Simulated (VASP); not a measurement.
# Al3Ni5 (Cmmm) in VASP: notebook, part 2 of 2

VASP 6.6.1. The steps go on from the part before.

## Step 4: Single point, PBEsol (strain +0.000 along x and y, +0.050 along z)

Contents of INCAR:

```
  PREC = Accurate
  ENCUT = 520
  EDIFF = 1E-6
  ISMEAR = 0
  SIGMA = 0.15
  LREAL = False
  LASPH = True
  NELM = 100
  ALGO = Fast
  ISIF = 2
  LWAVE = False
  LCHARG = False
  GGA = PS
  NBANDS = 40
```

Contents of KPOINTS:

```
Automatic mesh
0
Gamma
  8 8 10
```

Contents of POSCAR:

```
Al3Ni5
1.0
    3.2933322733     -3.6919375996      0.0000000000
    3.2933322733      3.6919375996      0.0000000000
    0.0000000000      0.0000000000      3.9063722972
Al Ni
3 5
Direct
    0.5000000000      0.5000000000      0.0000000000
    0.7796888788      0.2203111212      0.5000000000
    0.2203111212      0.7796888788      0.5000000000
    0.0000000000      0.0000000000      0.0000000000
    0.0000000000      0.5000000000      0.0000000000
    0.5000000000      0.0000000000      0.0000000000
    0.2762373070      0.2762373070      0.5000000000
    0.7237626930      0.7237626930      0.5000000000
```

Potentials or basis: VASP PAW PBE potentials, release 64 (Al, Ni).

The run is started by

```console
$ cat potpaw_PBE.64/Al/POTCAR potpaw_PBE.64/Ni/POTCAR > POTCAR
$ mpirun -np 1 vasp_std > vasp.out
```

OUTCAR:

```text
PREC = Accurate
   ENCUT = 520
   EDIFF = 1E-6
   ISMEAR = 0
   LREAL = False
   LASPH = True
   NELM = 100
   ISIF = 2
   GGA = PS

 ion  position               nearest neighbor table
   1  0.500  0.500  0.000-   7 2.45   8 2.45   7 2.45   8 2.45   5 2.47   6 2.47   6 2.47   5 2.47
                             2 2.84   3 2.84   2 2.84   3 2.84
   2  0.780  0.220  0.500-   7 2.44   8 2.44   8 2.54   7 2.54   4 2.54   4 2.54   5 2.56   5 2.56
                             6 2.56   6 2.56   1 2.84   1 2.84   3 3.25   3 3.32   3 3.32
   3  0.220  0.780  0.500-   7 2.44   8 2.44   8 2.54   7 2.54   4 2.54   4 2.54   5 2.56   5 2.56
                             6 2.56   6 2.56   1 2.84   1 2.84   2 3.25   2 3.32   2 3.32
   4  0.000  0.000  0.000-   5 2.47   6 2.47   5 2.47   6 2.47   2 2.54   3 2.54   2 2.54   3 2.54
                             7 2.67   8 2.67   7 2.67   8 2.67
   5  0.000  0.500  0.000-   1 2.47   4 2.47   4 2.47   1 2.47   2 2.56   3 2.56   3 2.56   2 2.56
                             7 2.69   8 2.69   7 2.69   8 2.69
   6  0.500  0.000  0.000-   1 2.47   4 2.47   1 2.47   4 2.47   2 2.56   3 2.56   3 2.56   2 2.56
                             7 2.69   8 2.69   7 2.69   8 2.69
   7  0.276  0.276  0.500-   2 2.44   3 2.44   1 2.45   1 2.45   2 2.54   3 2.54   4 2.67   4 2.67
                             5 2.69   6 2.69   5 2.69   6 2.69   8 2.95
   8  0.724  0.724  0.500-   2 2.44   3 2.44   1 2.45   1 2.45   2 2.54   3 2.54   4 2.67   4 2.67
                             5 2.69   6 2.69   5 2.69   6 2.69   7 2.95

  LATTYP: Found a base centered orthorhombic cell.
 ALAT       =     6.5866645466
 B/A-ratio  =     1.1210340449
 C/A-ratio  =     0.5930729081

  Lattice vectors:

 A1 = (   3.2933322733,  -3.6919375996,   0.0000000000)
 A2 = (   3.2933322733,   3.6919375996,   0.0000000000)
 A3 = (   0.0000000000,   0.0000000000,   3.9063722972)

Analysis of symmetry for initial positions (statically):
=====================================================================
 Subroutine PRICEL returns:
 Original cell was already a primitive cell.

 Routine SETGRP: Setting up the symmetry group for a
 base centered orthorhombic supercell.

 Subroutine GETGRP returns: Found  8 space group operations
 (whereof  8 operations were pure point group operations)
 out of a pool of  8 trial point group operations.

The static configuration has the point symmetry D_2h.

Analysis of symmetry for dynamics (positions and initial velocities):
=====================================================================
 Subroutine PRICEL returns:
 Original cell was already a primitive cell.

 Routine SETGRP: Setting up the symmetry group for a
 base centered orthorhombic supercell.

 Subroutine GETGRP returns: Found  8 space group operations
 (whereof  8 operations were pure point group operations)
 out of a pool of  8 trial point group operations.

The dynamic configuration has the point symmetry D_2h.

 Subroutine INISYM returns: Found  8 space group operations
 (whereof  8 operations are pure point group operations),
 and found     1 'primitive' translations

[... 66 lines left out ...]
  0.375000 -0.000000  0.000000      4.000000
  0.500000 -0.000000  0.000000      2.000000
  0.125000  0.125000  0.000000      2.000000
[... 16 lines left out ...]
  0.125000 -0.000000  0.100000      8.000000
  0.250000 -0.000000  0.100000      8.000000
 [... further k-points ...]
   k-points           NKPTS =    126   k-points in BZ     NKDIM =    126   number of bands    NBANDS=     40
   number of dos      NEDOS =    301   number of ions     NIONS =      8
   total plane-waves  NPLWV =  48000
   dimension x,y,z NGX =    40 NGY =   40 NGZ =   30
   dimension x,y,z NGXF=    80 NGYF=   80 NGZF=   60
   ions per type =               3   5
   NGX,Y,Z   is equivalent  to a cutoff of  13.44, 13.44, 12.77 a.u.
   NGXF,Y,Z  is equivalent  to a cutoff of  26.88, 26.88, 25.53 a.u.
 SYSTEM =  unknown system
   PREC   = accura    normal or accurate (medium, high low for compatibility)
   ISTART =      0    job   : 0-new  1-cont  2-samecut
   ICHARG =      2    charge: 1-file 2-atom 10-const
   ISPIN  =      1    spin polarized calculation?
   LNONCOLLINEAR =      F non collinear calculations
   LSORBIT =      F    spin-orbit coupling
   LASPH  =      T    aspherical Exc in radial PAW
   ENCUT  =  520.0 eV  38.22 Ry    6.18 a.u.   9.20  9.20  7.26*2*pi/ulx,y,z
   NELM   =    100;   NELMIN=  2; NELMDL= -5     # of ELM steps
   EDIFF  = 0.1E-05   stopping-criterion for ELM
   LREAL  =      F    real-space projection
   EDIFFG = 0.1E-04   stopping-criterion for IOM
   NSW    =      0    number of steps for IOM
   IBRION =     -1    ionic relax: 0-MD 1-quasi-New 2-CG
   NFREE  =      0    steps in history (QN), initial steepest desc. (CG)
   ISIF   =      2    stress and relaxation
   ISYM   =      2    0-nonsym 1-usesym 2-fastsym
   POTIM  = 0.5000    time-step for ionic-motion
   TEBEG  =    0.0;   TEEND  =   0.0 temperature during run
   PSTRESS=    0.0 pullay stress
   NELECT =      59.0000    total number of electrons
   NUPDOWN=      -1.0000    fix difference up-down
   EMIN   =  10.00;   EMAX   =-10.00  energy-range for DOS
   EFERMI =   0.00;   METHOD = LEGACY
   ISMEAR =     0;   SIGMA  =   0.15  broadening in eV -4-tet -1-fermi 0-gaus
   EFERMI_NEDOS =   21; number of points for ismear=-14 and -15
   IALGO  =     68    algorithm
   IMIX   =      4    mixing-type and parameters
     AMIX     =   0.40;   BMIX     =  1.00
     AMIX_MAG =   1.60;   BMIX_MAG =  1.00
  volume/ion in A,a.u.               =      11.87        80.13
  Fermi-wavevector in a.u.,A,eV,Ry     =   1.396779  2.639529 26.544847  1.950991
  Thomas-Fermi vector in A             =   2.520100
   LORBIT       =      0    0 simple, 1 ext, 2 COOP (PROOUT), +10 PAW based schemes
   GGA     = PS    functional components
   LHFCALC =     F    Hartree Fock is set to
   AEXX    =    0.0000 exact exchange contribution
   IVDW    =     0    specifies the selected vdW correction
   LEPSILON=     F    determine dielectric tensor
   LRPA    =     F    only Hartree local field effects (RPA)
 non-spin polarized calculation
 RMM-DIIS sequential band-by-band and
 Gauss-broadening in eV      SIGMA  =   0.15
  energy-cutoff  :      520.00
  volume of cell :       94.99
 maximum number of plane-waves:      2572
 NGX is ok and might be reduce to    40
   NGX = 19   NGY = 19   NGZ = 15

 number of electron      58.9999991 magnetization

 Free energy of the ion-electron system (eV)
  ---------------------------------------------------
  ext. energy  EPLUGINS =         0.00000000
  ---------------------------------------------------
  free energy    TOTEN  =       -47.44891606 eV

  energy without entropy =      -47.39978098  energy(sigma->0) =      -47.42434852

 E-fermi :   9.4008     XC(G=0): -12.3755

 val. band max:        9.3994745880   @ k =   0.5000   0.3750   0.5000
 cond. band min:       9.4042008525   @ k =  -0.3750   0.3750   0.4000
 fundamental gap:      0.0047262645
 Fermi energy:         9.4007718043

 k-point     1 :       0.0000    0.0000    0.0000
  band No.  band energies     occupation
      1      -1.1141      2.00000
      2       3.6550      2.00000
      3       3.7701      2.00000
      4       4.6833      2.00000
      5       5.2128      2.00000
      6       5.4317      2.00000
[... 1021 lines left out ...]
     39      15.8704      0.00000
     40      16.4607      0.00000

 [... further k-points ...]

------------------------ aborting loop because EDIFF is reached ----------------------------------------

  FORCE on cell =-STRESS in cart. coord.  units (eV):
  Direction    XX          YY          ZZ          XY          YZ          ZX
  --------------------------------------------------------------------------------------
  -------------------------------------------------------------------------------------
  Total       -3.7782313     -2.5767693     -7.5145486      0.0000000      0.0000000      0.0000000
  in kB      -63.7243756    -43.4602863   -126.7418237      0.0000000      0.0000000      0.0000000
  external PRESSURE =     -77.9754952 kB  Pullay stress =       0.0000000 kB

 VOLUME and BASIS-vectors are now :
 -----------------------------------------------------------------------------
  energy-cutoff  :      520.00
  volume of cell :       94.99
      direct lattice vectors                 reciprocal lattice vectors
     3.293332273 -3.691937600  0.000000000     0.151821911 -0.135430241  0.000000000
     3.293332273  3.691937600  0.000000000     0.151821911  0.135430241  0.000000000
     0.000000000  0.000000000  3.906372297     0.000000000  0.000000000  0.255991985

 POSITION                                       TOTAL-FORCE (eV/Angst)
 -----------------------------------------------------------------------------------
      3.29333      0.00000      0.00000         0.000000     -0.000000      0.000000
      3.29333     -2.06519      1.95319         0.000000     -0.041231      0.000000
      3.29333      2.06519      1.95319         0.000000      0.041231     -0.000000
      0.00000      0.00000      0.00000         0.000000     -0.000000      0.000000
      1.64667      1.84597      0.00000         0.000000     -0.000000      0.000000
      1.64667     -1.84597      0.00000        -0.000000     -0.000000      0.000000
      1.81948      0.00000      1.95319         0.188905     -0.000000      0.000000
      4.76718      0.00000      1.95319        -0.188905     -0.000000      0.000000
 -----------------------------------------------------------------------------------
    total drift:                               -0.000000      0.000000      0.000000

  FREE ENERGIE OF THE ION-ELECTRON SYSTEM (eV)
  ---------------------------------------------------
  free  energy   TOTEN  =       -47.4489160612 eV

  energy  without entropy=      -47.3997809796  energy(sigma->0) =      -47.42434852
```

Wall time 3.7 min (1 thread of Intel Xeon 6975P-C (Granite Rapids), shared host); peak memory 0.47 GiB.

Results:

```
Free energy            : -47.4489 eV
Pressure               : -7.8 GPa
Largest force          : 0.189 eV/Å
Band gap on the k mesh : zero (an odd number of electrons rules out a gap without spin polarisation)
```

Forces in eV/Å, atoms in the order of the input:
```
Al   0.000  0.000  0.000
Al   0.000 -0.041  0.000
Al   0.000  0.041  0.000
Ni   0.000  0.000  0.000
Ni   0.000  0.000  0.000
Ni   0.000  0.000  0.000
Ni   0.189  0.000  0.000
Ni  -0.189  0.000  0.000
```

Stress tensor (GPa, compression positive):
```
 -6.37   0.00   0.00
  0.00  -4.35   0.00
  0.00   0.00 -12.67
```

Levels at points of the mesh, in eV from the Fermi level:
```
           k point  band 26  band 27  band 28  band 29  band 30  band 31  band 32  band 33
(0.00, 0.00, 0.00)    -1.06    -0.69    -0.65    -0.56    -0.31     0.13     0.56     2.33
(0.50, 0.00, 0.00)    -0.84    -0.83    -0.69    -0.15    -0.14     1.27     1.63     1.86
(0.50, 0.50, 0.00)    -1.03    -1.02    -1.00    -0.56     2.72     2.92     3.28     3.34
(0.00, 0.00, 0.50)    -1.25    -1.00    -0.97    -0.66    -0.59    -0.28     2.06     2.26
(0.50, 0.00, 0.50)    -1.12    -0.96    -0.92    -0.49     0.68     0.94     1.04     1.06
(0.50, 0.50, 0.50)    -1.25    -1.15    -1.07    -0.97    -0.14    -0.12     0.04     0.07
```

Caveat: the cell differs from its parent crystal (strain +0.000 along x and y, +0.050 along z); the cell stands under tension; the PAW data sets were made with another functional, which shifts forces and pressure a little. Spin polarisation is off, so any magnetic state and its effect on volume and gap are missing.

## Step 5: Overview

```tsv
cell	gap on the mesh (eV)	pressure (GPa)	largest force (eV/Å)
a = 4.824, b = 4.824, c = 3.906 Å, angles 90.0, 90.0, 96.5°, 8 atoms	none	1.0	0.32
a = 5.195, b = 5.195, c = 3.534 Å, angles 90.0, 90.0, 96.5°, 8 atoms	none	-6.6	0.42
a = 4.947, b = 4.947, c = 3.906 Å, angles 90.0, 90.0, 96.5°, 8 atoms	none	-7.8	0.19
```

Alike in all rows: task single point; level PBEsol; potentials or basis VASP PAW PBE potentials, release 64 (Al, Ni); no spin polarisation; k mesh 8 × 8 × 10; cutoff (eV) 520; smearing gaussian 0.15 eV.

Caveats: the PAW data sets were made with another functional, which shifts forces and pressure a little; the cell stands under tension (at least some runs).

Absolute energies hang on the potentials; compare differences alone.
